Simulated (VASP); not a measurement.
Ni, 3 atoms in the cell. The structure is hexagonal, space group P6/mmm (No. 191). The conventional cell has a = 3.851 Å, b = 3.851 Å, c = 2.335 Å, α = 90.00°, β = 90.00°, γ = 120.00°. Within 3.1 Å of Ni (site symmetry 6/mmm) lie 14 Ni at 2.33 to 2.51 Å. Within 2.9 Å of Ni (site symmetry -6m2) lie 11 Ni at 2.22 to 2.51 Å. This isn't the form of Ni at room conditions, which is fcc.

| Quantity | Value |
| --- | --- |
| Program | VASP 6.6.1 |
| Task | single point |
| Functional | revPBE |
| Potentials or basis | VASP PAW PBE potentials, release 64 (Ni) |
| Cutoff | 520 eV |
| k mesh | 10 × 10 × 14 |
| Occupations | fermi-dirac, width 0.05 eV |
| Spin | collinear spin, ferromagnetic start |
| Starting moments | [0.668, 0.71, 0.71] μB |
| Dipole correction | no |
| Further INCAR settings | ALGO = Normal; EDIFF = 1e-07; NBANDS = 26 |

Potentials or basis: VASP PAW PBE potentials, release 64 (Ni).

The run is started by

```sh
$ cat potpaw_PBE.64/Ni/POTCAR > POTCAR
$ mpirun -np 1 vasp_std > vasp.out
```

Hardware: 1 thread of Intel Xeon 8259CL (shared host).

**Question.** How long does it take, and how much memory?

**Answer.** It took 6 min on 1 thread of Intel Xeon 8259CL (shared host), peak memory 0.24 GiB. Counts: scf iterations 18, k points 112.
